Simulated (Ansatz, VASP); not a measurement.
Li: VASP beside Ansatz

INCAR

```
SYSTEM = Li
PREC = Accurate
ENCUT = 520
EDIFF = 1E-8
ISMEAR = -1
SIGMA = 0.05
LREAL = .False.
LASPH = .True.
NELM = 100
ALGO = Normal
ISIF = 2
LWAVE = .False.
LCHARG = .False.
GGA = PE
LEFG = .True.
NBANDS = 10
```

File KPOINTS:

```
regular mesh
0
Gamma
  11 11 6
  0 0 0
```

Contents of POSCAR:

```
Li
1.0
    3.0646488937      0.0000000000      0.0000000000
   -1.5323244468      2.6540637956      0.0000000000
    0.0000000000      0.0000000000      4.9647312077
Li
2
Direct
    0.2133333333      0.6066666667      0.1600000000
    0.7866666667      0.3933333333      0.8400000000
```

Input for Ansatz:

```yaml
crystal:
  lattice:
    - [3.0646488937, 0.0, 0.0]
    - [-1.5323244468, 2.6540637956, 0.0]
    - [0.0, 0.0, 4.9647312077]
  atoms:
    - { symbol: Li, position: [0.2133333333, 0.6066666667, 0.16] }
    - { symbol: Li, position: [0.7866666667, 0.3933333333, 0.84] }
kpoints:
  mp_grid: { grid: [11, 11, 6] }
scf:
  occupations: { method: fermi_dirac, width: 0.05 }
hamiltonian:
  xc: pbe
  pseudopotentials: { kind: all_electron, datasets: crystal }
output:
  forces: true
  stress: true
  eigenvalues: true
  efg: { contact_densities: true }
```

Change from the starting cell: shortest bond scaled by 0.64, crystal datasets.

Alike in both runs: task electric field gradients; functional PBE; k mesh 11 × 11 × 6; occupations fermi-dirac, width 0.05 eV; no spin polarisation.

|  | VASP | Ansatz |
| --- | --- | --- |
| version | VASP 6.6.1 | Ansatz 0.2.0 |
| potentials or method | VASP PAW PBE potentials, release 64 (Li_sv), cutoff 520 eV | all-electron PAW with datasets made for the crystal, scalar-relativistic |

|  | VASP | Ansatz | Ansatz less VASP |
| --- | --- | --- | --- |
| rms of the force components (eV/Å) | 1.069 | 1.070 | +0.0018 |
| size of Vzz on the site where it differs most (V/Å²) | 3.3 | 3.0 | -0.30 |

Atom by atom the forces differ by 0.003 eV/Å (rms over components). Ansatz ran all-electron here, and VASP with PAW potentials.

Noted on VASP's run: the cutoff is short for stress, so the pressure is rough.
